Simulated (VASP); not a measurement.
**Re: relaxation of cell and atoms with RPBE**

Re:

```xyz
2
Lattice="2.7608 0.0000 0.0000 -1.3804 2.3909 0.0000 0.0000 0.0000 4.4582" Properties=species:S:1:pos:R:3 pbc="T T T"
Re    1.3804    0.7970    3.3436
Re    0.0000    1.5939    1.1145
```

* Program: VASP 6.6.1
* Task: relaxation of cell and atoms
* Functional: RPBE
* Potentials or basis: VASP PAW PBE potentials, release 64 (Re)
* Cutoff: 600 eV
* k mesh: 11 × 11 × 6
* Occupations: fermi-dirac, width 0.05 eV
* Spin: no spin polarisation
* Dipole correction: no
* Further INCAR settings: ALGO = Normal; EDIFF = 1e-06; IBRION = 2; EDIFFG = -0.02; NSW = 80; ISIF = 3

```
Relaxed volume                        : 15.09 Å³/atom
Relaxed cell                          : a = 2.784 Å, b = 2.784 Å, c = 4.496 Å, α = 90.00°, β = 90.00°, γ = 120.00°
Space group after relaxing (to 0.1 Å) : P6_3/mmc (No. 194)
Energy gained by relaxing             : 10.7 meV/atom
Ionic steps                           : 4
Pressure after relaxing               : 0.0 GPa
Band gap on the k mesh                : zero (bands 7 and 8 overlap by 2.90 eV)
```

Stress tensor (GPa, compression positive):
```
-0.09  0.00  0.00
 0.00 -0.09  0.00
 0.00  0.00  0.10
```

The path:
| step | energy change (eV) | largest force (eV/Å) | pressure (GPa) | volume (Å³) |
| --- | --- | --- | --- | --- |
| 1 | 0.0000 | 0.0000 | 9.48 | 29.43 |
| 2 | 0.2816 | 0.0000 | -28.30 | 33.29 |
| 3 | -0.0213 | 0.0000 | -0.40 | 30.20 |
| 4 | -0.0214 | 0.0000 | -0.03 | 30.17 |

Final structure:
```xyz
2
Lattice="2.7836 0.0000 0.0000 -1.3918 2.4106 0.0000 0.0000 0.0000 4.4963" Properties=species:S:1:pos:R:3 pbc="T T T"
Re    1.3918    0.8035    3.3722
Re    0.0000    1.6071    1.1241
```

Levels at points of the mesh, in eV from the Fermi level:
| k point | band 4 | band 5 | band 6 | band 7 | band 8 | band 9 | band 10 | band 11 |
| --- | --- | --- | --- | --- | --- | --- | --- | --- |
| (0.00, 0.00, 0.00) | -1.51 | -1.51 | -0.71 | -0.71 | 0.19 | 0.19 | 0.54 | 3.24 |
| (0.00, 0.00, 0.50) | -2.32 | -1.64 | -1.64 | -1.64 | -1.64 | 2.45 | 2.45 | 2.45 |

Wall time 80 s on 1 thread of Intel Xeon 8259CL (shared host), peak memory 0.18 GiB.

Caveat: the PAW data sets were made with another functional, which shifts forces and pressure a little; spin-orbit coupling is left out, which moves the levels of the heavy elements. Zero-point motion and thermal expansion aren't in these numbers.
